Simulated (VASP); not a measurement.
# KPd (Cmcm) in VASP: a series of runs, part 2 of 2

VASP 6.6.1.

## 4. Relaxation of cell and atoms, PBE

Contents of INCAR:

```
PREC = Accurate ; ENCUT = 600
EDIFF = 1E-6 ; ISMEAR = 0
SIGMA = 0.1 ; LREAL = False
LASPH = True ; NELM = 80
ALGO = Normal ; ISIF = 3
LWAVE = False ; LCHARG = False
GGA = PE ; IBRION = 2
NSW = 90 ; EDIFFG = -0.04
```

Contents of KPOINTS:

```
regular mesh
0
Gamma
  4 4 4
```

Contents of POSCAR:

```
KPd
1.0
    2.2388409257     -5.6805996138      0.0000000000
    2.2388409257      5.6805996138      0.0000000000
    0.0000000000      0.0000000000      4.3362930908
K Pd
2 2
Direct
    0.8620000000      0.1380000000      0.7500000000
    0.1380000000      0.8620000000      0.2500000000
    0.5830000000      0.4170000000      0.7500000000
    0.4170000000      0.5830000000      0.2500000000
```

Potentials or basis: VASP PAW PBE potentials, release 64 (K_sv, Pd).

Run with:

```console
cat potpaw_PBE.64/K_sv/POTCAR potpaw_PBE.64/Pd/POTCAR > POTCAR
mpirun -np 1 vasp_std > vasp.out
```

OUTCAR:

```text
PREC = Accurate
   ENCUT = 600
   EDIFF = 1E-6
   ISMEAR = 0
   LREAL = False
   LASPH = True
   NELM = 80
   ISIF = 3
   GGA = PE
   IBRION = 2
   NSW = 90
   EDIFFG = -0.04

 ion  position               nearest neighbor table
   1  0.862  0.138  0.750-   3 3.17   4 3.18   4 3.18   4 3.18   4 3.18   3 3.36   3 3.36
   2  0.138  0.862  0.250-   4 3.17   3 3.18   3 3.18   3 3.18   3 3.18   4 3.36   4 3.36
   3  0.583  0.417  0.750-   4 2.87   4 2.87   1 3.17   2 3.18   2 3.18   2 3.18   2 3.18   1 3.36
                             1 3.36
   4  0.417  0.583  0.250-   3 2.87   3 2.87   2 3.17   1 3.18   1 3.18   1 3.18   1 3.18   2 3.36
                             2 3.36

  LATTYP: Found a base centered orthorhombic cell.
 ALAT       =     4.4776818514
 B/A-ratio  =     2.5372948782
 C/A-ratio  =     0.9684236698

  Lattice vectors:

 A1 = (   2.2388409257,  -5.6805996138,   0.0000000000)
[... 290 lines left out ...]

  energy  without entropy=      -11.9293473431  energy(sigma->0) =      -11.93474619

[... ionic steps 4 to 13 ...]

--------------------------------------- Ionic step       14  -------------------------------------------

 number of electron      38.0000004 magnetization

------------------------ aborting loop because EDIFF is reached ----------------------------------------
[... 71 lines left out ...]
--------------------------------------- Ionic step       16  -------------------------------------------

 number of electron      38.0000004 magnetization

 Free energy of the ion-electron system (eV)
  ---------------------------------------------------
  ext. energy  EPLUGINS =         0.00000000
  ---------------------------------------------------
  free energy    TOTEN  =       -12.08524487 eV

  energy without entropy =      -12.06479862  energy(sigma->0) =      -12.07502175

 E-fermi :   1.8332     XC(G=0):  -8.0977

 val. band max:        1.7885299099   @ k =   0.0000   0.0000   0.5000
 cond. band min:       1.8557625932   @ k =   0.2500  -0.0000   0.5000
 fundamental gap:      0.0672326833
 Fermi energy:         1.8331505238

 k-point     1 :       0.0000    0.0000    0.0000
  band No.  band energies     occupation
      1     -28.8206      2.00000
      2     -28.7930      2.00000
      3     -12.4302      2.00000
      4     -12.3804      2.00000
      5     -12.3093      2.00000
      6     -12.2677      2.00000
[... 566 lines left out ...]
  FREE ENERGIE OF THE ION-ELECTRON SYSTEM (eV)
  ---------------------------------------------------
  free  energy   TOTEN  =       -12.0852448699 eV

  energy  without entropy=      -12.0647986241  energy(sigma->0) =      -12.07502175

 reached required accuracy - stopping structural energy minimisation
```

CONTCAR:

```text
KPd
   1.00000000000000
     2.5493368157266310   -5.5017905024617990   -0.0000000000000000
     2.5493368157266310    5.5017905024617990    0.0000000000000000
     0.0000000000000000   -0.0000000000000000    4.6585045275998640
  K               Pd
     2     2
Direct
     0.8583713070438495    0.1416286929561505    0.7500000000000000
     0.1416286929561505    0.8583713070438495    0.2500000000000000
     0.5472417645784829    0.4527582354215172    0.7500000000000000
     0.4527582354215172    0.5472417645784829    0.2500000000000000

  0.00000000E+00  0.00000000E+00  0.00000000E+00
  0.00000000E+00  0.00000000E+00  0.00000000E+00
  0.00000000E+00  0.00000000E+00  0.00000000E+00
  0.00000000E+00  0.00000000E+00  0.00000000E+00
```

It took 16 min on 1 thread of Oxide Virtual Turin-like, shared host; peak memory 0.3 GiB.

Results:

| Quantity | Value |
| --- | --- |
| Free energy | -12.0852 eV |
| Relaxed volume | 32.67 Å³/atom |
| Relaxed cell | a = 6.064 Å, b = 6.064 Å, c = 4.659 Å, α = 90.00°, β = 90.00°, γ = 130.28° |
| Space group after relaxing (to 0.1 Å) | Cmcm (No. 63) |
| Energy gained by relaxing | 157.7 meV/atom |
| Ionic steps | 16 |
| Pressure after relaxing | 0.0 GPa |
| Largest force after relaxing | 0.030 eV/Å |
| Band gap on the k mesh | zero (bands 19 and 20 overlap by 0.57 eV) |

Forces in eV/Å, atoms in the order of the input:
```
K    0.000  0.030  0.000
K    0.000 -0.030  0.000
Pd   0.000 -0.002  0.000
Pd   0.000  0.002  0.000
```

Stress tensor (GPa, compression positive):
```
-0.09  0.00  0.00
 0.00 -0.04  0.00
 0.00  0.00  0.19
```

Step by step:
```csv
step,energy change (eV),largest force (eV/Å),pressure (GPa),volume (Å³)
1,0.0000,1.0113,1.42,110.30
2,-0.1711,0.9323,0.70,114.22
3,-0.4857,0.5965,-0.43,126.09
4,-0.1921,1.0562,0.07,150.36
5,-0.5315,0.3975,-0.55,131.22
6,-0.5344,0.3467,-0.57,132.37
7,-0.5776,0.1230,0.23,129.51
8,-0.5876,0.1015,0.88,127.40
9,-0.6116,0.0984,0.61,128.30
10,-0.6269,0.0999,0.27,129.57
11,-0.6271,0.1024,0.22,129.78
12,-0.6289,0.0813,0.05,130.52
13,-0.6294,0.0571,-0.14,131.40
14,-0.6294,0.0624,-0.11,131.20
15,-0.6302,0.0519,-0.07,131.03
16,-0.6308,0.0299,0.02,130.68
```

Final structure:
```xyz
4
Lattice="2.5493 -5.5018 0.0000 2.5493 5.5018 0.0000 0.0000 0.0000 4.6585" Properties=species:S:1:pos:R:3 pbc="T T T"
K     2.5493   -3.9434    3.4939
K     2.5493    3.9434    1.1646
Pd    2.5493   -0.5198    3.4939
Pd    2.5493    0.5198    1.1646
```

Levels at points of the mesh, in eV from the Fermi level:
```
           k point  band 15  band 16  band 17  band 18  band 19  band 20  band 21  band 22  band 23
(0.00, 0.00, 0.00)    -1.47    -1.44    -1.44    -1.00    -0.39     1.28     3.03     3.35     3.86
(0.50, 0.00, 0.00)    -1.49    -1.45    -1.24    -0.77    -0.37    -0.14     1.77     2.37     3.63
(0.50, 0.50, 0.00)    -1.51    -1.47    -1.26    -1.02    -0.60    -0.38     3.15     3.53     3.91
(0.00, 0.00, 0.50)    -1.42    -1.42    -0.95    -0.95    -0.04    -0.04     3.40     3.40     3.73
(0.50, 0.00, 0.50)    -1.00    -1.00    -0.81    -0.81     0.19     0.19     2.20     2.20     3.29
(0.50, 0.50, 0.50)    -0.98    -0.98    -0.90    -0.90    -0.13    -0.13     1.71     1.71     4.27
```

Caveat: the k points lie up to 0.34 Å⁻¹ apart in the final cell, too coarse for converged energies and pressures of a metal; the volume moved by over 15 % at a fixed basis, so the end points are rough.

## 5. Single point, PBE

This run uses another cell than the first one, of 32.60 Å³/atom.

Contents of INCAR:

```
SYSTEM = KPd
PREC = Accurate ; ENCUT = 520
EDIFF = 1E-7 ; ISMEAR = 0
SIGMA = 0.1 ; LREAL = .False.
LASPH = .True. ; NELM = 60
ALGO = Fast ; ISIF = 2
LWAVE = .False. ; LCHARG = .True.
GGA = PE ; LELF = .True.
LVHAR = .True. ; NBANDS = 27
```

Contents of KPOINTS:

```
Automatic mesh
0
Gamma
  10 10 10
  0 0 0
```

Contents of POSCAR:

```
KPd
1.0
    2.5281410335     -5.4741457864      0.0000000000
    2.5281410335      5.4741457864      0.0000000000
    0.0000000000      0.0000000000      4.7112030387
K Pd
2 2
Direct
    0.8562659219      0.1437340781      0.2500000000
    0.1437340781      0.8562659219      0.7500000000
    0.5454588319      0.4545411681      0.2500000000
    0.4545411681      0.5454588319      0.7500000000
```

Potentials or basis: VASP PAW PBE potentials, release 64 (K_sv, Pd).

Run with:

```console
cat potpaw_PBE.64/K_sv/POTCAR potpaw_PBE.64/Pd/POTCAR > POTCAR
mpirun -np 1 vasp_std > vasp.out
```

OUTCAR:

```text
SYSTEM = KPd
   PREC = Accurate
   ENCUT = 520
   EDIFF = 1E-7
   ISMEAR = 0
   LREAL = .False.
   LASPH = .True.
   NELM = 60
   ISIF = 2
   GGA = PE

 ion  position               nearest neighbor table
   1  0.856  0.144  0.250-   3 3.27   3 3.27   3 3.40   4 3.62   4 3.62   4 3.62   4 3.62
   2  0.144  0.856  0.750-   4 3.27   4 3.27   4 3.40   3 3.62   3 3.62   3 3.62   3 3.62
   3  0.545  0.455  0.250-   4 2.56   4 2.56   1 3.27   1 3.27   1 3.40   2 3.62   2 3.62   2 3.62
                             2 3.62
   4  0.455  0.545  0.750-   3 2.56   3 2.56   2 3.27   2 3.27   2 3.40   1 3.62   1 3.62   1 3.62
                             1 3.62

  LATTYP: Found a base centered orthorhombic cell.
 ALAT       =     5.0562820670
 B/A-ratio  =     2.1652849718
 C/A-ratio  =     0.9317524173

  Lattice vectors:

 A1 = (   2.5281410335,  -5.4741457864,   0.0000000000)
 A2 = (   2.5281410335,   5.4741457864,   0.0000000000)
 A3 = (   0.0000000000,   0.0000000000,   4.7112030387)

Analysis of symmetry for initial positions (statically):
=====================================================================
 Subroutine PRICEL returns:
 Original cell was already a primitive cell.

 Routine SETGRP: Setting up the symmetry group for a
 base centered orthorhombic supercell.

 Subroutine GETGRP returns: Found  8 space group operations
 (whereof  4 operations were pure point group operations)
 out of a pool of  8 trial point group operations.

The static configuration has the point symmetry C_2h.
 The point group associated with its full space group is D_2h.

Analysis of symmetry for dynamics (positions and initial velocities):
=====================================================================
 Subroutine PRICEL returns:
 Original cell was already a primitive cell.

 Routine SETGRP: Setting up the symmetry group for a
 base centered orthorhombic supercell.

 Subroutine GETGRP returns: Found  8 space group operations
 (whereof  4 operations were pure point group operations)
 out of a pool of  8 trial point group operations.

The dynamic configuration has the point symmetry C_2h.
 The point group associated with its full space group is D_2h.

 Subroutine INISYM returns: Found  8 space group operations
 (whereof  4 operations are pure point group operations),
 and found     1 'primitive' translations

----------------------------------------------------------------------------------------

                                     Primitive cell

  volume of cell :     130.4006

  direct lattice vectors                    reciprocal lattice vectors
     2.528141033 -5.474145786  0.000000000     0.197773777 -0.091338452  0.000000000
     2.528141033  5.474145786  0.000000000     0.197773777  0.091338452  0.000000000
     0.000000000  0.000000000  4.711203039     0.000000000  0.000000000  0.212260009

  length of vectors
     6.029740390  6.029740390  4.711203039     0.217846688  0.217846688  0.212260009

  position of ions in fractional coordinates (direct lattice)
     0.856265922  0.143734078  0.250000000
     0.143734078  0.856265922  0.750000000
     0.545458832  0.454541168  0.250000000
     0.454541168  0.545458832  0.750000000

  ion indices of the primitive-cell ions
   primitive index   ion index
                 1           1
                 2           2
                 3           3
                 4           4

----------------------------------------------------------------------------------------
[... 24 lines left out ...]

 Following reciprocal coordinates:
            Coordinates               Weight
  0.000000  0.000000  0.000000      1.000000
  0.100000 -0.000000  0.000000      4.000000
  0.200000 -0.000000  0.000000      4.000000
  0.300000 -0.000000  0.000000      4.000000
  0.400000 -0.000000  0.000000      4.000000
  0.500000 -0.000000  0.000000      2.000000
[... 16 lines left out ...]
  0.300000  0.300000  0.000000      2.000000
  0.400000  0.300000  0.000000      4.000000
 [... further k-points ...]
   k-points           NKPTS =    186   k-points in BZ     NKDIM =    186   number of bands    NBANDS=     27
   number of dos      NEDOS =    301   number of ions     NIONS =      4
   total plane-waves  NPLWV =  82944
   dimension x,y,z NGX =    48 NGY =   48 NGZ =   36
   dimension x,y,z NGXF=    96 NGYF=   96 NGZF=   72
   ions per type =               2   2
   NGX,Y,Z   is equivalent  to a cutoff of  13.23, 13.23, 12.70 a.u.
   NGXF,Y,Z  is equivalent  to a cutoff of  26.47, 26.47, 25.41 a.u.
 SYSTEM =  KPd
   PREC   = accura    normal or accurate (medium, high low for compatibility)
   ISTART =      0    job   : 0-new  1-cont  2-samecut
   ICHARG =      2    charge: 1-file 2-atom 10-const
   ISPIN  =      1    spin polarized calculation?
   LNONCOLLINEAR =      F non collinear calculations
   LSORBIT =      F    spin-orbit coupling
   LASPH  =      T    aspherical Exc in radial PAW
   ENCUT  =  520.0 eV  38.22 Ry    6.18 a.u.  11.21 11.21  8.76*2*pi/ulx,y,z
   NELM   =     60;   NELMIN=  2; NELMDL= -5     # of ELM steps
   EDIFF  = 0.1E-06   stopping-criterion for ELM
   LREAL  =      F    real-space projection
   EDIFFG = 0.1E-05   stopping-criterion for IOM
   NSW    =      0    number of steps for IOM
   IBRION =     -1    ionic relax: 0-MD 1-quasi-New 2-CG
   NFREE  =      0    steps in history (QN), initial steepest desc. (CG)
   ISIF   =      2    stress and relaxation
   ISYM   =      2    0-nonsym 1-usesym 2-fastsym
   POTIM  = 0.5000    time-step for ionic-motion
   TEBEG  =    0.0;   TEEND  =   0.0 temperature during run
   PSTRESS=    0.0 pullay stress
   NELECT =      38.0000    total number of electrons
   NUPDOWN=      -1.0000    fix difference up-down
   EMIN   =  10.00;   EMAX   =-10.00  energy-range for DOS
   EFERMI =   0.00;   METHOD = LEGACY
   ISMEAR =     0;   SIGMA  =   0.10  broadening in eV -4-tet -1-fermi 0-gaus
   EFERMI_NEDOS =   21; number of points for ismear=-14 and -15
   IALGO  =     68    algorithm
   IMIX   =      4    mixing-type and parameters
     AMIX     =   0.40;   BMIX     =  1.00
     AMIX_MAG =   1.60;   BMIX_MAG =  1.00
  volume/ion in A,a.u.               =      32.60       220.00
  Fermi-wavevector in a.u.,A,eV,Ry     =   1.085366  2.051044 16.027926  1.178019
  Thomas-Fermi vector in A             =   2.221478
   LORBIT       =      0    0 simple, 1 ext, 2 COOP (PROOUT), +10 PAW based schemes
   GGA     = PE    functional components
   LHFCALC =     F    Hartree Fock is set to
   AEXX    =    0.0000 exact exchange contribution
   IVDW    =     0    specifies the selected vdW correction
   LEPSILON=     F    determine dielectric tensor
   LRPA    =     F    only Hartree local field effects (RPA)
 non-spin polarized calculation
 RMM-DIIS sequential band-by-band and
 Gauss-broadening in eV      SIGMA  =   0.10
  energy-cutoff  :      520.00
  volume of cell :      130.40
 maximum number of plane-waves:      3541
 NGX is ok and might be reduce to    48
   NGX = 23   NGY = 23   NGZ = 17

 number of electron      38.0000002 magnetization

 Free energy of the ion-electron system (eV)
  ---------------------------------------------------
  ext. energy  EPLUGINS =         0.00000000
  ---------------------------------------------------
  free energy    TOTEN  =       -12.14685400 eV

  energy without entropy =      -12.13904869  energy(sigma->0) =      -12.14295134

 E-fermi :   1.8025     XC(G=0):  -8.0988

 val. band max:        1.7987228033   @ k =  -0.1000   0.1000   0.5000
 cond. band min:       1.8034448016   @ k =   0.0000   0.0000   0.5000
 fundamental gap:      0.0047219982
 Fermi energy:         1.8025245012

 k-point     1 :       0.0000    0.0000    0.0000
  band No.  band energies     occupation
      1     -28.8188      2.00000
      2     -28.7917      2.00000
      3     -12.4191      2.00000
      4     -12.3830      2.00000
      5     -12.3147      2.00000
      6     -12.2685      2.00000
[... 709 lines left out ...]
     26       7.6717      0.00000
     27       7.8006      0.00000

 [... further k-points ...]
[... 5 lines left out ...]
  --------------------------------------------------------------------------------------
  -------------------------------------------------------------------------------------
  Total        0.0172550     -0.0065936     -0.0851294      0.0000000     -0.0000000      0.0000000
  in kB        0.2120045     -0.0810125     -1.0459495      0.0000000     -0.0000000      0.0000000
  external PRESSURE =      -0.3049858 kB  Pullay stress =       0.0000000 kB

 VOLUME and BASIS-vectors are now :
 -----------------------------------------------------------------------------
  energy-cutoff  :      520.00
  volume of cell :      130.40
      direct lattice vectors                 reciprocal lattice vectors
     2.528141033 -5.474145786  0.000000000     0.197773777 -0.091338452  0.000000000
     2.528141033  5.474145786  0.000000000     0.197773777  0.091338452  0.000000000
     0.000000000  0.000000000  4.711203039     0.000000000  0.000000000  0.212260009

 POSITION                                       TOTAL-FORCE (eV/Angst)
 -----------------------------------------------------------------------------------
      2.52814     -3.90050      1.17780         0.000000     -0.001158      0.000000
      2.52814      3.90050      3.53340         0.000000      0.001158     -0.000000
      2.52814     -0.49770      1.17780         0.000000      0.015915      0.000000
      2.52814      0.49770      3.53340         0.000000     -0.015915      0.000000
 -----------------------------------------------------------------------------------
    total drift:                                0.000000      0.000000      0.000000

  FREE ENERGIE OF THE ION-ELECTRON SYSTEM (eV)
  ---------------------------------------------------
  free  energy   TOTEN  =       -12.1468539984 eV

  energy  without entropy=      -12.1390486896  energy(sigma->0) =      -12.14295134
```

OSZICAR:

```text
N       E                     dE             d eps       ncg     rms          rms(c)
DAV:   1     0.253028163865E+03    0.25303E+03   -0.17734E+04 10044   0.126E+03
DAV:   2     0.278400009654E+01   -0.25024E+03   -0.23870E+03 10823   0.327E+02
DAV:   3    -0.122717209143E+02   -0.15056E+02   -0.14925E+02 15514   0.678E+01
[... 15 lines left out ...]
RMM:  19    -0.121468530066E+02   -0.12616E-05   -0.11230E-05 16859   0.117E-02    0.390E-03
RMM:  20    -0.121468534995E+02   -0.49291E-06   -0.54462E-06 16188   0.850E-03    0.282E-03
RMM:  21    -0.121468537599E+02   -0.26038E-06   -0.25545E-06 14068   0.596E-03    0.283E-03
RMM:  22    -0.121468539144E+02   -0.15455E-06   -0.14339E-06 13832   0.477E-03    0.259E-03
RMM:  23    -0.121468539984E+02   -0.83928E-07   -0.70939E-07 11907   0.372E-03
   1 F= -.12146854E+02 E0= -.12142951E+02  d E =-.780531E-02
```

Run time: 25 min. Hardware: 1 thread of Oxide Virtual Turin-like, shared host; peak memory 0.65 GiB.

Results:

| Property | Result |
| --- | --- |
| Free energy | -12.1469 eV |
| Pressure | 0.0 GPa |
| Largest force | 0.016 eV/Å |
| Band gap on the k mesh | zero (bands 19 and 20 overlap by 0.54 eV) |

Forces on the atoms (eV/Å):
```
K    0.000 -0.001  0.000
K    0.000  0.001  0.000
Pd   0.000  0.016  0.000
Pd   0.000 -0.016  0.000
```

Levels at points of the mesh, in eV from the Fermi level:
```tsv
k point	band 17	band 18	band 19	band 20	band 21	band 22
(0.00, 0.00, 0.00)	-1.33	-0.94	-0.30	1.36	3.12	3.47
(0.50, 0.00, 0.00)	-1.19	-0.69	-0.28	-0.07	1.87	2.44
(0.50, 0.50, 0.00)	-1.23	-0.94	-0.53	-0.28	3.27	3.57
(0.00, 0.00, 0.50)	-0.90	-0.90	0.00	0.00	3.49	3.49
(0.50, 0.00, 0.50)	-0.72	-0.72	0.22	0.22	2.25	2.25
(0.50, 0.50, 0.50)	-0.82	-0.82	-0.12	-0.12	1.76	1.76
```

## 6. Overview

| task | cell | k mesh | cutoff (eV) | gap on the mesh (eV) | pressure (GPa) | largest force (eV/Å) |
| --- | --- | --- | --- | --- | --- | --- |
| single point | a = 6.106, b = 6.106, c = 4.336 Å, angles 90.0, 90.0, 137.0°, 4 atoms, atomic positions A | 4 × 4 × 4 | 520 | none | 1.4 | 1.01 |
| single point | a = 6.057, b = 6.057, c = 4.675 Å, angles 90.0, 90.0, 131.2°, 4 atoms, atomic positions B | 4 × 4 × 4 | 520 | none | 0.1 | 0.04 |
| relaxation of cell and atoms | relaxed from a = 6.106, b = 6.106, c = 4.336 Å, angles 90.0, 90.0, 137.0°, 4 atoms, atomic positions A | 4 × 4 × 4 | 600 | none | 0.0 | 0.03 |
| single point | a = 6.030, b = 6.030, c = 4.711 Å, angles 90.0, 90.0, 130.4°, 4 atoms, atomic positions C | 10 × 10 × 10 | 520 | none | 0.0 | 0.02 |

Alike in all rows: level PBE; potentials or basis VASP PAW PBE potentials, release 64 (K_sv, Pd); no spin polarisation; smearing gaussian 0.1 eV.

Caveats: some runs use coarse meshes; forces of over 1 eV/Å act on the atoms, so gaps and moduli don't describe the material at rest (at least some runs); the volume moved by over 15 % at a fixed basis, so the end points are rough (at least some runs).

Total energies depend on the potentials used, so only differences within one code and one set of settings carry meaning.

The gap in the log of VASP goes by the Fermi energy; the results here count the filled bands.